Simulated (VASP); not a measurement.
# HfN (P6_3/mmc) in VASP: a series of runs, part 3 of 3

VASP 6.6.1. Earlier steps stand in the parts before.

## (5) Relaxation of cell and atoms, PBEsol, target pressure -2 GPa, at which the enthalpy is minimised

This run uses another cell than the first one, of 11.64 Å³/atom.

File INCAR:

```
SYSTEM = HfN
PREC = Accurate ; ENCUT = 600
EDIFF = 1E-6 ; ISMEAR = 0
SIGMA = 0.1 ; LREAL = .FALSE.
LASPH = .TRUE. ; NELM = 80
ALGO = Fast ; ISIF = 3
LWAVE = .FALSE. ; LCHARG = .FALSE.
GGA = PS ; IBRION = 2
NSW = 70 ; EDIFFG = -0.008
PSTRESS = -20.0
```

File KPOINTS:

```
Automatic mesh
0
G
  18 18 8
  0 0 0
```

File POSCAR:

```
HfN
1.0
    3.1475182402      0.0000000000      0.0000000000
   -1.5737591201      2.7258307549      0.0000000000
    0.0000000000      0.0000000000      5.4250821843
Hf N
2 2
Direct
    0.6666666667      0.3333333333      0.7500000000
    0.3333333333      0.6666666667      0.2500000000
    0.0000000000      0.0000000000      0.0000000000
    0.0000000000      0.0000000000      0.5000000000
```

Potentials or basis: VASP PAW PBE potentials, release 64 (Hf_pv, N).

Started as:

```console
cat potpaw_PBE.64/Hf_pv/POTCAR potpaw_PBE.64/N/POTCAR > POTCAR
mpirun -np 1 vasp_std > vasp.out
```

OUTCAR:

```text
SYSTEM = HfN
   PREC = Accurate
   ENCUT = 600
   EDIFF = 1E-6
   ISMEAR = 0
   LREAL = .FALSE.
   LASPH = .TRUE.
   NELM = 80
   ISIF = 3
   GGA = PS
   IBRION = 2
   NSW = 70
   EDIFFG = -0.008
   PSTRESS = -20.0

 ion  position               nearest neighbor table
   1  0.667  0.333  0.750-   3 2.27   4 2.27   3 2.27   4 2.27   3 2.27   4 2.27   2 3.26   2 3.26
                             2 3.26   2 3.26   2 3.26   2 3.26
   2  0.333  0.667  0.250-   3 2.27   4 2.27   3 2.27   4 2.27   3 2.27   4 2.27   1 3.26   1 3.26
                             1 3.26   1 3.26   1 3.26   1 3.26
   3  0.000  0.000  0.000-   1 2.27   2 2.27   1 2.27   2 2.27   1 2.27   2 2.27
   4  0.000  0.000  0.500-   1 2.27   2 2.27   1 2.27   2 2.27   1 2.27   2 2.27

  LATTYP: Found a hexagonal cell.
 ALAT       =     3.1475182402
 C/A-ratio  =     1.7236062734

  Lattice vectors:

 A1 = (   3.1475182402,   0.0000000000,   0.0000000000)
 A2 = (  -1.5737591201,   2.7258307549,   0.0000000000)
 A3 = (   0.0000000000,   0.0000000000,   5.4250821843)

Analysis of symmetry for initial positions (statically):
=====================================================================
 Subroutine PRICEL returns:
 Original cell was already a primitive cell.
[... 185 lines left out ...]
  --------------------------------------------------------------------------------------
  -------------------------------------------------------------------------------------
  Total       -2.1147626     -2.1147626     -2.0970874      0.0000000      0.0000000      0.0000000
  in kB      -72.7945285    -72.7945285    -72.1861104      0.0000000      0.0000000      0.0000000
  external PRESSURE =     -52.5917225 kB  Pullay stress =     -20.0000000 kB
[... 67 lines left out ...]
--------------------------------------- Ionic step        3  -------------------------------------------

 number of electron      29.9999997 magnetization

 Free energy of the ion-electron system (eV)
  ---------------------------------------------------
  ext. energy  EPLUGINS =         0.00000000
  ---------------------------------------------------
  free energy    TOTEN  =       -45.87946212 eV

  energy without entropy =      -45.87677253  energy(sigma->0) =      -45.87811732

 E-fermi :   7.8292     XC(G=0): -12.9524

 val. band max:        7.8237157474   @ k =   0.2222   0.0000   0.5000
 cond. band min:       7.8377137405   @ k =   0.3889   0.1667   0.5000
 fundamental gap:      0.0139979930
 Fermi energy:         7.8292062973

 k-point     1 :       0.0000    0.0000    0.0000
  band No.  band energies     occupation
      1     -23.7991      2.00000
      2     -22.8917      2.00000
      3     -22.7925      2.00000
      4     -22.7925      2.00000
      5     -22.7281      2.00000
      6     -22.7281      2.00000
[... 505 lines left out ...]
      6     -22.9157      2.00000
[... 11 lines left out ...]
     18      11.5978      0.00000
     19      12.9735      0.00000

 [... further k-points ...]

------------------------ aborting loop because EDIFF is reached ----------------------------------------

  FORCE on cell =-STRESS in cart. coord.  units (eV):
  Direction    XX          YY          ZZ          XY          YZ          ZX
  --------------------------------------------------------------------------------------
  -------------------------------------------------------------------------------------
  Total       -0.5970732     -0.5970732     -0.5731621      0.0000000     -0.0000000      0.0000000
  in kB      -20.9576523    -20.9576523    -20.1183584      0.0000000     -0.0000000      0.0000000
  external PRESSURE =      -0.6778877 kB  Pullay stress =     -20.0000000 kB
[... 23 lines left out ...]
  energy  without entropy=      -45.8767725305  energy(sigma->0) =      -45.87811732

  enthalpy is  TOTEN    =       -46.4492522770 eV   P V=       -0.5697901596

 reached required accuracy - stopping structural energy minimisation
```

OSZICAR:

```text
N       E                     dE             d eps       ncg     rms          rms(c)
DAV:   1     0.128913271581E+03    0.12891E+03   -0.18608E+04  7030   0.176E+03
DAV:   2    -0.448143664953E+02   -0.17373E+03   -0.16854E+03  9383   0.380E+02
DAV:   3    -0.513709699985E+02   -0.65566E+01   -0.64501E+01  8784   0.610E+01
DAV:   4    -0.514587354358E+02   -0.87765E-01   -0.86773E-01  9513   0.695E+00
[... 30 lines left out ...]
RMM:   5    -0.458794485228E+02    0.32779E-04   -0.28735E-03  7277   0.394E-01    0.191E-01
RMM:   6    -0.458794639790E+02   -0.15456E-04   -0.41184E-04  7413   0.191E-01    0.100E-01
RMM:   7    -0.458794612261E+02    0.27529E-05   -0.12887E-04  7240   0.823E-02    0.167E-02
RMM:   8    -0.458794618192E+02   -0.59317E-06   -0.43519E-05  7139   0.471E-02    0.120E-02
RMM:   9    -0.458794621174E+02   -0.29813E-06   -0.95863E-06  6227   0.246E-02
   3 F= -.46449252E+02 E0= -.46447907E+02  d E =-.152005E-01
```

Run time: 8.7 min. Hardware: 1 thread of Oxide Virtual Turin-like, shared host; peak memory 0.31 GiB.

Results:

```
Free energy                                                : -45.8795 eV
Relaxed volume                                             : 11.41 Å³/atom
Relaxed cell                                               : a = 3.127 Å, b = 3.127 Å, c = 5.390 Å, α = 90.00°, β = 90.00°, γ = 120.00°
Space group after relaxing (to 0.1 Å)                      : P6_3/mmc (No. 194)
Energy change on relaxing (the run minimises the enthalpy) : -6.6 meV/atom
Ionic steps                                                : 3
Pressure after relaxing                                    : -2.1 GPa
Band gap on the k mesh                                     : zero (bands 15 and 16 overlap by 2.35 eV)
```

Stress tensor (GPa, compression positive):
```
-2.10  0.00  0.00
 0.00 -2.10  0.00
 0.00  0.00 -2.01
```

Step by step:
```
step  energy change (eV)  largest force (eV/Å)  pressure (GPa)  volume (Å³)
   1              0.0000                0.0000           -7.26        46.55
   2              0.0063                0.0000            8.86        44.02
   3             -0.0264                0.0000           -2.07        45.65
```

Final structure:
```
Hf N
1.0
     3.12702    0.00000    0.00000
    -1.56351    2.70808    0.00000
     0.00000    0.00000    5.39017
Hf N
2 2
Cartesian
  1.5635 0.9027 4.0426
  0.0000 1.8054 1.3475
  0.0000 0.0000 0.0000
  0.0000 0.0000 2.6951
```

Levels at points of the mesh, in eV from the Fermi level:
```tsv
k point	band 11	band 12	band 13	band 14	band 15	band 16	band 17	band 18	band 19
(0.00, 0.00, 0.00)	-4.76	-3.59	-3.59	-1.67	-0.60	0.73	0.73	1.12	2.07
(0.50, 0.00, 0.00)	-5.79	-5.51	-3.25	-2.82	-2.37	2.52	2.79	4.49	4.74
(0.00, 0.00, 0.50)	-4.41	-4.41	-4.41	-4.41	1.91	1.91	2.96	3.04	3.05
(0.50, 0.00, 0.50)	-5.49	-5.49	-4.49	-4.49	-0.25	-0.25	4.79	4.79	4.86
```

Caveat: the cell is relaxed towards a set pressure, so the run minimises the enthalpy, not the energy; the PAW data sets were made with another functional, which shifts forces and pressure a little; spin-orbit coupling is left out, which moves the levels of the heavy elements.

## (6) Summary

| task | cell | k mesh | cutoff (eV) | gap on the mesh (eV) | pressure (GPa) |
| --- | --- | --- | --- | --- | --- |
| single point | a = 3.128, b = 3.128, c = 5.391 Å, angles 90.0, 90.0, 120.0°, 4 atoms | 18 × 18 × 10 | 520 | none | -2.1 |
| single point | a = 3.190, b = 3.190, c = 5.326 Å, angles 90.0, 90.0, 120.0°, 4 atoms | 18 × 18 × 10 | 520 | none | -9.2 |
| relaxation of cell and atoms | relaxed to 5 GPa from a = 3.109, b = 3.109, c = 5.360 Å, angles 90.0, 90.0, 120.0°, 4 atoms | 18 × 18 × 8 | 600 | none | 5.0 |
| relaxation of cell and atoms | relaxed to -2 GPa from a = 3.148, b = 3.148, c = 5.425 Å, angles 90.0, 90.0, 120.0°, 4 atoms | 18 × 18 × 8 | 600 | none | -2.1 |

Alike in all rows: level PBEsol; potentials or basis VASP PAW PBE potentials, release 64 (Hf_pv, N); no spin polarisation; smearing gaussian 0.1 eV.

Caveats: the PAW data sets were made with another functional, which shifts forces and pressure a little; spin-orbit coupling is left out, which moves the levels of the heavy elements; the cell is relaxed towards a set pressure, so the run minimises the enthalpy, not the energy (at least some runs); the stress differs along the axes, from -14 to 0 GPa (at least some runs).

Absolute energies hang on the potentials; compare differences alone.

The gap in the log of VASP goes by the Fermi energy; the results here count the filled bands.